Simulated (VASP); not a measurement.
# H3Pt16C in VASP: single point with PBE+D3(BJ)

Aim: the single point of H3Pt16C with PBE+D3(BJ).

All numbers are computed with VASP 6.6.1; they aren't measurements. Logs are shortened: lines on timing, memory, paths and dates and some standing lists are left out, and cuts for length are marked.

## 1. The cell of the first run

The cell holds a slab with vacuum, 20 atoms: a = 5.556 Å, b = 5.556 Å, c = 26.177 Å, α = 90.00°, β = 90.00°, γ = 120.00°.

## 2. Single point, PBE+D3(BJ)

Input file INCAR:

```
SYSTEM = H3Pt16C
  ALGO = Normal
  DIPOL = 0.5 0.5 0.500
  EDIFF = 1E-6
  ENCUT = 520
  GGA = PE
  IDIPOL = 3
  ISIF = 2
  ISMEAR = 0
  IVDW = 12
  LASPH = .TRUE.
  LCHARG = .TRUE.
  LDIPOL = .TRUE.
  LELF = .TRUE.
  LREAL = Auto
  LVACPOTAV = .TRUE.
  LVHAR = .TRUE.
  LWAVE = .FALSE.
  NBANDS = 100
  NELM = 60
  PREC = Accurate
  SIGMA = 0.1
```

Input file KPOINTS:

```
k-points
0
G
  6 6 1
  0 0 0
```

Input file POSCAR:

```
H3Pt16C
1.0
    5.5558884578      0.0000000000      0.0000000000
   -2.7779442289      4.8115405451      0.0000000000
    0.0000000000      0.0000000000     26.1773478510
Pt C H
16 1 3
Direct
    0.3333333333      0.1666666667      0.3247082191
    0.3333333333      0.6666666667      0.3247082191
    0.8333333333      0.1666666667      0.3247082191
    0.8333333333      0.6666666667      0.3247082191
    0.6666666667      0.3333333333      0.4113549634
    0.6666666667      0.8333333333      0.4113549634
    0.1666666667      0.3333333333      0.4113549634
    0.1666666667      0.8333333333      0.4113549634
    0.0026855555      0.5013230924      0.4981266691
    0.0000000000      0.0000000000      0.4970728155
    0.4986769076      0.5013624631      0.4981266691
    0.4986375369     -0.0026855555      0.4981266691
    0.3333333333      0.6666666667      0.5914550038
    0.3337163414      0.1669419151      0.5843852576
    0.8332255737      0.6662836586      0.5843852576
    0.8330580849      0.1667744263      0.5843852576
    0.3333333333      0.6666666667      0.6704381186
    0.5014542392      0.6325168144      0.6832990107
    0.3674831856      0.8689374248      0.6832990107
    0.1310625752      0.4985457608      0.6832990107
```

Potentials or basis: VASP PAW PBE potentials, release 64 (Pt, C, H).

Command:

```
cat potpaw_PBE.64/Pt/POTCAR potpaw_PBE.64/C/POTCAR potpaw_PBE.64/H/POTCAR > POTCAR
mpirun -np 1 vasp_std > vasp.out
```

OUTCAR:

```text
SYSTEM = H3Pt16C
   EDIFF = 1E-6
   ENCUT = 520
   GGA = PE
   ISIF = 2
   ISMEAR = 0
   IVDW = 12
   LASPH = .TRUE.
   LREAL = Auto
   NELM = 60
   PREC = Accurate
 IVDW          = 12

 ion  position               nearest neighbor table
   1  0.333  0.167  0.325-   3 2.78   3 2.78   4 2.78   2 2.78   2 2.78   4 2.78   7 2.78   5 2.78
                             8 2.78
   2  0.333  0.667  0.325-   4 2.78   4 2.78   1 2.78   1 2.78   3 2.78   3 2.78   8 2.78   6 2.78
                             7 2.78
   3  0.833  0.167  0.325-   1 2.78   1 2.78   4 2.78   4 2.78   2 2.78   2 2.78   5 2.78   7 2.78
                             6 2.78
   4  0.833  0.667  0.325-   2 2.78   2 2.78   3 2.78   3 2.78   1 2.78   1 2.78   6 2.78   8 2.78
                             5 2.78
   5  0.667  0.333  0.411-   7 2.78   7 2.78   8 2.78   6 2.78   6 2.78   8 2.78   3 2.78   1 2.78
                             4 2.78   9 2.79  12 2.79  11 2.79
   6  0.667  0.833  0.411-  10 2.76  11 2.78  12 2.78   8 2.78   8 2.78   7 2.78   5 2.78   5 2.78
                             7 2.78   4 2.78   2 2.78   3 2.78
   7  0.167  0.333  0.411-  10 2.76   9 2.78  11 2.78   5 2.78   5 2.78   6 2.78   8 2.78   8 2.78
                             6 2.78   1 2.78   3 2.78   2 2.78
   8  0.167  0.833  0.411-  10 2.76  12 2.78   9 2.78   6 2.78   6 2.78   5 2.78   7 2.78   7 2.78
                             5 2.78   2 2.78   4 2.78   1 2.78
   9  0.003  0.501  0.498-  11 2.76  12 2.76  15 2.77  16 2.77   7 2.78   8 2.78  10 2.78  10 2.78
                             5 2.79  11 2.80  12 2.80  13 2.92
  10  0.000  0.000  0.497-   6 2.76   7 2.76   8 2.76  12 2.78  11 2.78   9 2.78  12 2.78   9 2.78
                            11 2.78  16 2.79  14 2.79  15 2.79
  11  0.499  0.501  0.498-   9 2.76  12 2.76  14 2.77  15 2.77   6 2.78   7 2.78  10 2.78  10 2.78
                             5 2.79   9 2.80  12 2.80  13 2.92
  12  0.499  0.997  0.498-  11 2.76   9 2.76  16 2.77  14 2.77   8 2.78   6 2.78  10 2.78  10 2.78
                             5 2.79   9 2.80  11 2.80  13 2.92
  13  0.333  0.667  0.591-  17 2.07  15 2.78  16 2.78  14 2.78  14 2.78  16 2.78  15 2.78   9 2.92
                            12 2.92  11 2.92
  14  0.334  0.167  0.584-  11 2.77  12 2.77  16 2.77  15 2.77  16 2.78  15 2.78  13 2.78  13 2.78
                            10 2.79
  15  0.833  0.666  0.584-   9 2.77  11 2.77  14 2.77  16 2.77  16 2.78  14 2.78  13 2.78  13 2.78
                            10 2.79
  16  0.833  0.167  0.584-  12 2.77   9 2.77  14 2.77  15 2.77  14 2.78  15 2.78  13 2.78  13 2.78
                            10 2.79
  17  0.333  0.667  0.670-  19 1.10  20 1.10  18 1.10  13 2.07
  18  0.501  0.633  0.683-  17 1.10
  19  0.367  0.869  0.683-  17 1.10
  20  0.131  0.499  0.683-  17 1.10

  LATTYP: Found a hexagonal cell.
 ALAT       =     5.5558884578
 C/A-ratio  =     4.7116402804

  Lattice vectors:

 A1 = (   5.5558884578,   0.0000000000,   0.0000000000)
 A2 = (  -2.7779442289,   4.8115405451,   0.0000000000)
 A3 = (   0.0000000000,   0.0000000000,  26.1773478510)

Analysis of symmetry for initial positions (statically):
=====================================================================
 Subroutine PRICEL returns:
 Original cell was already a primitive cell.

 Routine SETGRP: Setting up the symmetry group for a
 hexagonal supercell.

 Subroutine GETGRP returns: Found  3 space group operations
 (whereof  3 operations were pure point group operations)
 out of a pool of 24 trial point group operations.

The static configuration has the point symmetry C_3 .

Analysis of symmetry for dynamics (positions and initial velocities):
=====================================================================
 Subroutine PRICEL returns:
 Original cell was already a primitive cell.

 Routine SETGRP: Setting up the symmetry group for a
 hexagonal supercell.

 Subroutine GETGRP returns: Found  3 space group operations
 (whereof  3 operations were pure point group operations)
 out of a pool of 24 trial point group operations.

The dynamic configuration has the point symmetry C_3 .

 Subroutine INISYM returns: Found  3 space group operations
 (whereof  3 operations are pure point group operations),
 and found     1 'primitive' translations

----------------------------------------------------------------------------------------

                                     Primitive cell

  volume of cell :     699.7829

  direct lattice vectors                    reciprocal lattice vectors
[... 65 lines left out ...]
     0.000000000  0.000000000  0.038200967     0.000000000  0.000000000  1.000000000

  Length of vectors
     0.034638941  0.034638941  0.038200967

  Shift w.r.t. Gamma in fractional coordinates (k-lattice)
     0.000000000  0.000000000  0.000000000

 Subroutine IBZKPT returns following result:
 ===========================================

 Found      8 irreducible k-points:

 Following reciprocal coordinates:
            Coordinates               Weight
  0.000000  0.000000  0.000000      1.000000
  0.166667 -0.000000  0.000000      6.000000
  0.333333 -0.000000  0.000000      6.000000
  0.500000  0.000000  0.000000      3.000000
  0.166667  0.166667  0.000000      6.000000
  0.333333  0.166667  0.000000      6.000000
 -0.333333  0.500000  0.000000      6.000000
  0.333333  0.333333  0.000000      2.000000
   k-points           NKPTS =      8   k-points in BZ     NKDIM =      8   number of bands    NBANDS=    100
   number of dos      NEDOS =    301   number of ions     NIONS =     20
   total plane-waves  NPLWV = 345744
   dimension x,y,z NGX =    42 NGY =   42 NGZ =  196
   dimension x,y,z NGXF=    84 NGYF=   84 NGZF=  392
   ions per type =              16   1   3
   NGX,Y,Z   is equivalent  to a cutoff of  12.57, 12.57, 12.45 a.u.
   NGXF,Y,Z  is equivalent  to a cutoff of  25.13, 25.13, 24.89 a.u.
 SYSTEM =  H3Pt16C
   PREC   = accura    normal or accurate (medium, high low for compatibility)
   ISTART =      0    job   : 0-new  1-cont  2-samecut
   ICHARG =      2    charge: 1-file 2-atom 10-const
   ISPIN  =      1    spin polarized calculation?
   LNONCOLLINEAR =      F non collinear calculations
   LSORBIT =      F    spin-orbit coupling
   LASPH  =      T    aspherical Exc in radial PAW
   ENCUT  =  520.0 eV  38.22 Ry    6.18 a.u.  10.33 10.33 48.67*2*pi/ulx,y,z
   NELM   =     60;   NELMIN=  2; NELMDL= -5     # of ELM steps
   EDIFF  = 0.1E-05   stopping-criterion for ELM
   LREAL  =      T    real-space projection
   EDIFFG = 0.1E-04   stopping-criterion for IOM
   NSW    =      0    number of steps for IOM
   IBRION =     -1    ionic relax: 0-MD 1-quasi-New 2-CG
   NFREE  =      0    steps in history (QN), initial steepest desc. (CG)
   ISIF   =      2    stress and relaxation
   ISYM   =      2    0-nonsym 1-usesym 2-fastsym
   POTIM  = 0.5000    time-step for ionic-motion
   TEBEG  =    0.0;   TEEND  =   0.0 temperature during run
   PSTRESS=    0.0 pullay stress
   NELECT =     167.0000    total number of electrons
   NUPDOWN=      -1.0000    fix difference up-down
   EMIN   =  10.00;   EMAX   =-10.00  energy-range for DOS
   EFERMI =   0.00;   METHOD = LEGACY
   ISMEAR =     0;   SIGMA  =   0.10  broadening in eV -4-tet -1-fermi 0-gaus
   EFERMI_NEDOS =   21; number of points for ismear=-14 and -15
   IALGO  =     38    algorithm
   IMIX   =      4    mixing-type and parameters
     AMIX     =   0.40;   BMIX     =  1.00
     AMIX_MAG =   1.60;   BMIX_MAG =  1.00
  volume/ion in A,a.u.               =      34.99       236.12
  Fermi-wavevector in a.u.,A,eV,Ry     =   1.015452  1.918925 14.029537  1.031142
  Thomas-Fermi vector in A             =   2.148738
   LORBIT       =      0    0 simple, 1 ext, 2 COOP (PROOUT), +10 PAW based schemes
   GGA     = PE    functional components
   LHFCALC =     F    Hartree Fock is set to
   AEXX    =    0.0000 exact exchange contribution
   IVDW    =    12    specifies the selected vdW correction
   LEPSILON=     F    determine dielectric tensor
   LRPA    =     F    only Hartree local field effects (RPA)
 non-spin polarized calculation
 Gauss-broadening in eV      SIGMA  =   0.10
  energy-cutoff  :      520.00
  volume of cell :      699.78
 maximum number of plane-waves:     18878
 NGX is ok and might be reduce to    42
   NGX = 21   NGY = 21   NGZ = 97

 dipolmoment           0.000000      0.000000      0.042376 electrons x Angstroem

 number of electron     167.0000010 magnetization

 dipolmoment           0.000000      0.000000     -0.122288 electrons x Angstroem

 Free energy of the ion-electron system (eV)
  ---------------------------------------------------
  ext. energy  EPLUGINS =         0.00000000
  ---------------------------------------------------
  free energy    TOTEN  =      -113.12913517 eV

  energy without entropy =     -113.00705298  energy(sigma->0) =     -113.06809408

 E-fermi :   0.5942     XC(G=0):  -5.6963

 val. band max:        0.5767924853   @ k =   0.5000   0.0000   0.0000
 cond. band min:       0.6228472374   @ k =   0.3333  -0.0000   0.0000
 fundamental gap:      0.0460547520
 Fermi energy:         0.5942306315

 k-point     1 :       0.0000    0.0000    0.0000
  band No.  band energies     occupation
      1     -11.5506      2.00000
      2      -8.9519      2.00000
      3      -7.6162      2.00000
      4      -6.4975      2.00000
      5      -6.4349      2.00000
      6      -6.1912      2.00000
[... 773 lines left out ...]
     94       3.4456      0.00000
     95       3.4762      0.00000
 [bands above 95 left out]

------------------------ aborting loop because EDIFF is reached ----------------------------------------

 Edisp (eV)   -9.57121

 E8    (eV) :    -4.4847

  FORCE on cell =-STRESS in cart. coord.  units (eV):
  Direction    XX          YY          ZZ          XY          YZ          ZX
  --------------------------------------------------------------------------------------
  -------------------------------------------------------------------------------------
  Total     -16.74981   -16.74981     1.42846     0.00000     0.00000    -0.00000
  in kB     -38.34928   -38.34928     3.27050     0.00000     0.00000    -0.00000
  external pressure =      -24.48 kB  Pullay stress =        0.00 kB

 VOLUME and BASIS-vectors are now :
 -----------------------------------------------------------------------------
  energy-cutoff  :      520.00
  volume of cell :      699.78
      direct lattice vectors                 reciprocal lattice vectors
     5.555888458  0.000000000  0.000000000     0.179989215  0.103916822  0.000000000
    -2.777944229  4.811540545  0.000000000     0.000000000  0.207833643  0.000000000
     0.000000000  0.000000000 26.177347851     0.000000000  0.000000000  0.038200967

 POSITION                                       TOTAL-FORCE (eV/Angst)
 -----------------------------------------------------------------------------------
      1.38897      0.80192      8.50000        -0.047173     -0.028987     -0.226411
     -0.00000      3.20769      8.50000        -0.000000      0.000000     -0.155591
      4.16692      0.80192      8.50000         0.048690     -0.026360     -0.226411
      2.77794      3.20769      8.50000        -0.001517      0.055347     -0.226411
      2.77794      1.60385     10.76818        -0.000000      0.000000      0.014836
      1.38897      4.00962     10.76818        -0.026272     -0.014620      0.302140
[... 12 lines left out ...]
     -0.37216      4.18093     17.88696        -0.011127      0.028848      0.017519
     -0.65676      2.39877     17.88696        -0.019420     -0.024060      0.017519
 -----------------------------------------------------------------------------------
    total drift:                               -0.000000     -0.000001     -0.008269

  FREE ENERGIE OF THE ION-ELECTRON SYSTEM (eV)
  ---------------------------------------------------
  free  energy   TOTEN  =      -122.7003438872 eV

  energy  without entropy=     -122.5782617036  energy(sigma->0) =     -122.63930280

 vacuum level on the upper side and lower side of the slab         5.429         6.257
```

It took 53 min on 1 thread of Oxide Virtual Turin-like, shared host; peak memory 0.87 GiB.

Results:

```
Free energy                : -122.7003 eV
Largest force              : 0.304 eV/Å
Band gap on the k mesh     : zero (an odd number of electrons rules out a gap without spin polarisation)
Dispersion energy per atom : -0.479 eV
```

Forces in eV/Å, atoms in the order of the input:
```
Pt  -0.047 -0.029 -0.226
Pt   0.000  0.000 -0.156
Pt   0.049 -0.026 -0.226
Pt  -0.002  0.055 -0.226
Pt   0.000  0.000  0.015
Pt  -0.026 -0.015  0.302
Pt   0.000  0.030  0.302
Pt   0.026 -0.015  0.302
Pt  -0.018 -0.011 -0.011
Pt   0.000  0.000 -0.003
Pt   0.019 -0.010 -0.011
Pt  -0.001  0.021 -0.011
Pt   0.000  0.000 -0.021
Pt  -0.001 -0.003 -0.025
Pt  -0.002  0.003 -0.025
Pt   0.003  0.000 -0.025
C    0.000  0.000 -0.008
H    0.031 -0.005  0.018
H   -0.011  0.029  0.018
H   -0.019 -0.024  0.018
```

Caveat: spin-orbit coupling is left out, which moves the levels of the heavy elements.

The gap in the log of VASP goes by the Fermi energy; the results here count the filled bands.